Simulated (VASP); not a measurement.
# TaSi2 (P2) in VASP: single point with PBE

Aim: the single point of TaSi2 with PBE.

All numbers are computed with VASP 6.6.1; they aren't measurements. Logs are shortened: lines on timing, memory, paths and dates and some standing lists are left out, and cuts for length are marked.

**1. The cell of the first run**

It takes space group P2 (No. 3, monoclinic). Conventional cell: a = 4.681 Å, b = 6.599 Å, c = 4.807 Å, α = 90.00°, β = 117.40°, γ = 90.00°. Within 3.4 Å of Ta (site symmetry 2) lie 10 Si at 2.60 to 2.84 Å and 4 Ta at 3.21 to 3.30 Å. Within 3.4 Å of Ta (site symmetry 2) lie 10 Si at 2.60 to 2.91 Å and 4 Ta at 3.26 to 3.30 Å. Ta (site symmetry 2) has 10 Si at 2.62 to 2.82 Å and 4 Ta at 3.21 to 3.26 Å within 3.5 Å. Within 3.4 Å of Si (site symmetry 1) lie 9 Si at 2.55 to 3.39 Å and 5 Ta at 2.60 to 2.84 Å. Within 3.4 Å of Si (site symmetry 1) lie 9 Si at 2.55 to 3.39 Å and 5 Ta at 2.60 to 2.91 Å. Si (site symmetry 1) has 9 Si at 2.57 to 3.34 Å and 5 Ta at 2.62 to 2.82 Å within 3.4 Å.

**2. Single point, PBE (strain -0.0600 x Voigt [0, 0, 0, 0, 0, 1])**

The input, INCAR:

```
PREC = Accurate
ENCUT = 520
EDIFF = 1E-6
ISMEAR = 0
SIGMA = 0.15
LREAL = F
LASPH = T
NELM = 100
ALGO = Normal
ISIF = 2
LWAVE = F
LCHARG = F
GGA = PE
NBANDS = 38
```

The input, KPOINTS:

```
regular mesh
0
Gamma
  9 9 6
```

The input, POSCAR:

```
TaSi2
1.0
    4.8051009126     -0.1441530274      0.0000000000
   -2.5273906400      4.2334159717      0.0000000000
    0.0000000000      0.0000000000      6.5988658829
Ta Si
3 6
Direct
    0.5000000000      0.0000000000      0.5000000000
    0.5000000000      0.5000000000      0.8333333333
    0.0000000000      0.5000000000      0.1666666667
    0.1589199925      0.3178399850      0.5000000000
    0.8410800075      0.1589199925      0.8333333333
    0.6821600150      0.8410800075      0.1666666667
    0.8410800075      0.6821600150      0.5000000000
    0.1589199925      0.8410800075      0.8333333333
    0.3178399850      0.1589199925      0.1666666667
```

Potentials or basis: VASP PAW PBE potentials, release 64 (Ta_pv, Si).

Launch:

```bash
$ cat potpaw_PBE.64/Ta_pv/POTCAR potpaw_PBE.64/Si/POTCAR > POTCAR
$ mpirun -np 1 vasp_std > vasp.out
```

OUTCAR:

```text
PREC = Accurate
   ENCUT = 520
   EDIFF = 1E-6
   ISMEAR = 0
   LREAL = F
   LASPH = T
   NELM = 100
   ISIF = 2
   GGA = PE

 ion  position               nearest neighbor table
   1  0.500  0.000  0.500-   5 2.60   8 2.60   6 2.64   9 2.64   4 2.67   7 2.67   7 2.81   4 2.81
                             4 2.84   7 2.84   3 3.21   3 3.21   2 3.30   2 3.30
   2  0.500  0.500  0.833-   4 2.60   7 2.60   6 2.62   9 2.62   8 2.67   5 2.67   8 2.74   5 2.74
                             8 2.91   5 2.91   3 3.26   3 3.26   1 3.30   1 3.30
   3  0.000  0.500  0.167-   5 2.62   8 2.62   7 2.64   4 2.64   9 2.75   6 2.75   6 2.77   9 2.77
                             6 2.82   9 2.82   1 3.21   1 3.21   2 3.26   2 3.26
   4  0.159  0.318  0.500-   5 2.55   9 2.58   2 2.60   3 2.64   7 2.65   1 2.67   7 2.76   1 2.81
                             1 2.84   7 2.92   6 3.13
   5  0.841  0.159  0.833-   4 2.55   6 2.57   1 2.60   3 2.62   2 2.67   8 2.71   2 2.74   8 2.77
                             8 2.85   2 2.91
   6  0.682  0.841  0.167-   5 2.57   9 2.58   7 2.58   2 2.62   1 2.64   3 2.75   3 2.77   3 2.82
                             9 2.84   9 2.91   4 3.13
   7  0.841  0.682  0.500-   8 2.55   6 2.58   2 2.60   3 2.64   4 2.65   1 2.67   4 2.76   1 2.81
                             1 2.84   4 2.92   9 3.13
   8  0.159  0.841  0.833-   7 2.55   9 2.57   1 2.60   3 2.62   2 2.67   5 2.71   2 2.74   5 2.77
                             5 2.85   2 2.91
   9  0.318  0.159  0.167-   8 2.57   6 2.58   4 2.58   2 2.62   1 2.64   3 2.75   3 2.77   3 2.82
                             6 2.84   6 2.91   7 3.13

  LATTYP: Found a simple monoclinic cell.
 ALAT       =     4.6808156889
 B/A-ratio  =     1.4097683655
 C/A-ratio  =     1.0270138884
 COS(beta)  =    -0.4601897227

  Lattice vectors:

 A1 = (   2.2777102726,   4.0892629443,   0.0000000000)
 A2 = (   0.0000000000,   0.0000000000,  -6.5988658829)
 A3 = (  -4.8051009126,   0.1441530274,   0.0000000000)

Analysis of symmetry for initial positions (statically):
=====================================================================
 Subroutine PRICEL returns:
 Original cell was already a primitive cell.

 Routine SETGRP: Setting up the symmetry group for a
 simple monoclinic supercell.

 Subroutine GETGRP returns: Found  2 space group operations
 (whereof  2 operations were pure point group operations)
 out of a pool of  4 trial point group operations.

The static configuration has the point symmetry C_2 .

Analysis of symmetry for dynamics (positions and initial velocities):
=====================================================================
 Subroutine PRICEL returns:
 Original cell was already a primitive cell.

 Routine SETGRP: Setting up the symmetry group for a
 simple monoclinic supercell.

 Subroutine GETGRP returns: Found  2 space group operations
 (whereof  2 operations were pure point group operations)
 out of a pool of  4 trial point group operations.

The dynamic configuration has the point symmetry C_2 .

 Subroutine INISYM returns: Found  2 space group operations
 (whereof  2 operations are pure point group operations),
 and found     1 'primitive' translations

----------------------------------------------------------------------------------------

                                     Primitive cell

  volume of cell :     131.8299

  direct lattice vectors                    reciprocal lattice vectors
     4.805100913 -0.144153027  0.000000000     0.211907500  0.126510845  0.000000000
    -2.527390640  4.233415972  0.000000000     0.007215711  0.240523711  0.000000000
     0.000000000  0.000000000  6.598865883     0.000000000  0.000000000  0.151541192

  length of vectors
     4.807262722  4.930467953  6.598865883     0.246799073  0.240631923  0.151541192

  position of ions in fractional coordinates (direct lattice)
     0.500000000  0.000000000  0.500000000
     0.500000000  0.500000000  0.833333333
     1.000000000  0.500000000  0.166666667
     0.158919993  0.317839985  0.500000000
     0.841080007  0.158919993  0.833333333
     0.682160015  0.841080007  0.166666667
     0.841080007  0.682160015  0.500000000
     0.158919993  0.841080007  0.833333333
     0.317839985  0.158919993  0.166666667

  ion indices of the primitive-cell ions
   primitive index   ion index
                 1           1
                 2           2
                 3           3
                 4           4
                 5           5
                 6           6
                 7           7
                 8           8
                 9           9

----------------------------------------------------------------------------------------

 KPOINTS: regular mesh

Automatic generation of k-mesh.
 Grid dimensions read from file:
 generate k-points for:    9    9    6

 Generating k-lattice:

  Cartesian coordinates                     Fractional coordinates (reciprocal lattice)
     0.023545278  0.014056761  0.000000000     0.111111111 -0.000000000  0.000000000
     0.000801746  0.026724857  0.000000000     0.000000000  0.111111111  0.000000000
     0.000000000  0.000000000  0.025256865     0.000000000  0.000000000  0.166666667

  Length of vectors
     0.027422119  0.026736880  0.025256865

  Shift w.r.t. Gamma in fractional coordinates (k-lattice)
     0.000000000  0.000000000  0.000000000

 Subroutine IBZKPT returns following result:
 ===========================================

 Found    164 irreducible k-points:

 Following reciprocal coordinates:
            Coordinates               Weight
  0.000000  0.000000  0.000000      1.000000
  0.111111  0.000000  0.000000      2.000000
  0.222222 -0.000000  0.000000      2.000000
  0.333333 -0.000000  0.000000      2.000000
  0.444444 -0.000000  0.000000      2.000000
  0.000000  0.111111  0.000000      2.000000
[... 16 lines left out ...]
 -0.111111  0.222222  0.000000      2.000000
  0.000000  0.333333  0.000000      2.000000
 [... further k-points ...]
   k-points           NKPTS =    164   k-points in BZ     NKDIM =    164   number of bands    NBANDS=     38
   number of dos      NEDOS =    301   number of ions     NIONS =      9
   total plane-waves  NPLWV =  72000
   dimension x,y,z NGX =    36 NGY =   40 NGZ =   50
   dimension x,y,z NGXF=    72 NGYF=   80 NGZF=  100
   ions per type =               3   6
   NGX,Y,Z   is equivalent  to a cutoff of  12.45, 13.49, 12.60 a.u.
   NGXF,Y,Z  is equivalent  to a cutoff of  24.90, 26.97, 25.19 a.u.
 SYSTEM =  unknown system
   PREC   = accura    normal or accurate (medium, high low for compatibility)
   ISTART =      0    job   : 0-new  1-cont  2-samecut
   ICHARG =      2    charge: 1-file 2-atom 10-const
   ISPIN  =      1    spin polarized calculation?
   LNONCOLLINEAR =      F non collinear calculations
   LSORBIT =      F    spin-orbit coupling
   LASPH  =      T    aspherical Exc in radial PAW
   ENCUT  =  520.0 eV  38.22 Ry    6.18 a.u.   8.94  9.17 12.27*2*pi/ulx,y,z
   NELM   =    100;   NELMIN=  2; NELMDL= -5     # of ELM steps
   EDIFF  = 0.1E-05   stopping-criterion for ELM
   LREAL  =      F    real-space projection
   EDIFFG = 0.1E-04   stopping-criterion for IOM
   NSW    =      0    number of steps for IOM
   IBRION =     -1    ionic relax: 0-MD 1-quasi-New 2-CG
   NFREE  =      0    steps in history (QN), initial steepest desc. (CG)
   ISIF   =      2    stress and relaxation
   ISYM   =      2    0-nonsym 1-usesym 2-fastsym
   POTIM  = 0.5000    time-step for ionic-motion
   TEBEG  =    0.0;   TEEND  =   0.0 temperature during run
   PSTRESS=    0.0 pullay stress
   NELECT =      57.0000    total number of electrons
   NUPDOWN=      -1.0000    fix difference up-down
   EMIN   =  10.00;   EMAX   =-10.00  energy-range for DOS
   EFERMI =   0.00;   METHOD = LEGACY
   ISMEAR =     0;   SIGMA  =   0.15  broadening in eV -4-tet -1-fermi 0-gaus
   EFERMI_NEDOS =   21; number of points for ismear=-14 and -15
   IALGO  =     38    algorithm
   IMIX   =      4    mixing-type and parameters
     AMIX     =   0.40;   BMIX     =  1.00
     AMIX_MAG =   1.60;   BMIX_MAG =  1.00
  volume/ion in A,a.u.               =      14.65        98.85
  Fermi-wavevector in a.u.,A,eV,Ry     =   1.237927  2.339343 20.850439  1.532464
  Thomas-Fermi vector in A             =   2.372474
   LORBIT       =      0    0 simple, 1 ext, 2 COOP (PROOUT), +10 PAW based schemes
   GGA     = PE    functional components
   LHFCALC =     F    Hartree Fock is set to
   AEXX    =    0.0000 exact exchange contribution
   IVDW    =     0    specifies the selected vdW correction
   LEPSILON=     F    determine dielectric tensor
   LRPA    =     F    only Hartree local field effects (RPA)
 non-spin polarized calculation
 Gauss-broadening in eV      SIGMA  =   0.15
  energy-cutoff  :      520.00
  volume of cell :      131.83
 maximum number of plane-waves:      3577
   NGX = 17   NGY = 19   NGZ = 25

 number of electron      56.9999999 magnetization

 Free energy of the ion-electron system (eV)
  ---------------------------------------------------
  ext. energy  EPLUGINS =         0.00000000
  ---------------------------------------------------
  free energy    TOTEN  =       -72.05508357 eV

  energy without entropy =      -72.01361763  energy(sigma->0) =      -72.03435060

 E-fermi :   9.2160     XC(G=0): -12.0178

 val. band max:        9.2156945651   @ k =  -0.1111   0.2222   0.3333
 cond. band min:       9.2191894791   @ k =   0.4444  -0.0000   0.0000
 fundamental gap:      0.0034949140
 Fermi energy:         9.2160311728

 k-point     1 :       0.0000    0.0000    0.0000
  band No.  band energies     occupation
      1     -25.2039      2.00000
      2     -25.1792      2.00000
      3     -25.1451      2.00000
      4     -25.1433      2.00000
      5     -25.1008      2.00000
      6     -25.0192      2.00000
[... 30 lines left out ...]
     37      13.1180      0.00000
     38      13.3456      0.00000
[... 941 lines left out ...]
     37      12.9452      0.00000
     38      13.3901      0.00000

 [... further k-points ...]

------------------------ aborting loop because EDIFF is reached ----------------------------------------

  FORCE on cell =-STRESS in cart. coord.  units (eV):
  Direction    XX          YY          ZZ          XY          YZ          ZX
  --------------------------------------------------------------------------------------
  -------------------------------------------------------------------------------------
  Total        1.2384153      0.5936591      0.2290307      7.1711307      0.0000000      0.0000000
  in kB       15.0509178      7.2149580      2.7834948     87.1533940      0.0000000      0.0000000
  external PRESSURE =       8.3497902 kB  Pullay stress =       0.0000000 kB

 VOLUME and BASIS-vectors are now :
 -----------------------------------------------------------------------------
  energy-cutoff  :      520.00
  volume of cell :      131.83
      direct lattice vectors                 reciprocal lattice vectors
     4.805100913 -0.144153027  0.000000000     0.211907500  0.126510845  0.000000000
    -2.527390640  4.233415972  0.000000000     0.007215711  0.240523711  0.000000000
     0.000000000  0.000000000  6.598865883     0.000000000  0.000000000  0.151541192

 POSITION                                       TOTAL-FORCE (eV/Angst)
 -----------------------------------------------------------------------------------
      2.40255     -0.07208      3.29943        -0.000000      0.000000     -0.339111
      1.13886      2.04463      5.49905        -0.000000      0.000000      0.175752
     -1.26370      2.11671      1.09981        -0.000000      0.000000      0.159826
     -0.03968      1.32264      3.29943         0.151203      0.032295     -0.135944
      3.63982      0.55153      5.49905        -0.026320     -0.101562      0.091622
      1.15211      3.46231      1.09981        -0.048191     -0.078069      0.046090
      2.31739      2.76662      3.29943        -0.151203     -0.032295     -0.135944
     -1.36211      3.53773      5.49905         0.026320      0.101562      0.091622
      1.12560      0.62696      1.09981         0.048191      0.078069      0.046090
 -----------------------------------------------------------------------------------
    total drift:                                0.000000      0.000000      0.000027

  FREE ENERGIE OF THE ION-ELECTRON SYSTEM (eV)
  ---------------------------------------------------
  free  energy   TOTEN  =       -72.0550835726 eV

  energy  without entropy=      -72.0136176309  energy(sigma->0) =      -72.03435060
```

Wall time 13 min (1 thread of Intel Xeon Platinum 8488C (Sapphire Rapids), shared host); peak memory 0.69 GiB.

Results:

* Free energy: -72.0551 eV
* Pressure: 0.8 GPa
* Largest force: 0.339 eV/Å

Forces on the atoms (eV/Å):
```
Ta   0.000  0.000 -0.339
Ta   0.000  0.000  0.176
Ta   0.000  0.000  0.160
Si   0.151  0.032 -0.136
Si  -0.026 -0.102  0.092
Si  -0.048 -0.078  0.046
Si  -0.151 -0.032 -0.136
Si   0.026  0.102  0.092
Si   0.048  0.078  0.046
```

Levels at points of the mesh, in eV from the Fermi level:
| k point | band 25 | band 26 | band 27 | band 28 | band 29 | band 30 | band 31 | band 32 | band 33 | band 34 |
| --- | --- | --- | --- | --- | --- | --- | --- | --- | --- | --- |
| (0.00, 0.00, 0.00) | -2.46 | -2.31 | -2.09 | -1.95 | -1.41 | 0.74 | 2.63 | 3.04 | 3.28 | 3.36 |
| (0.00, 0.00, 0.50) | -2.17 | -1.99 | -1.84 | -1.56 | 1.08 | 1.14 | 2.26 | 2.71 | 3.18 | 3.35 |

Caveat: the cell differs from its parent crystal (strain -0.0600 x Voigt [0, 0, 0, 0, 0, 1]); spin-orbit coupling is left out, which moves the levels of the heavy elements.
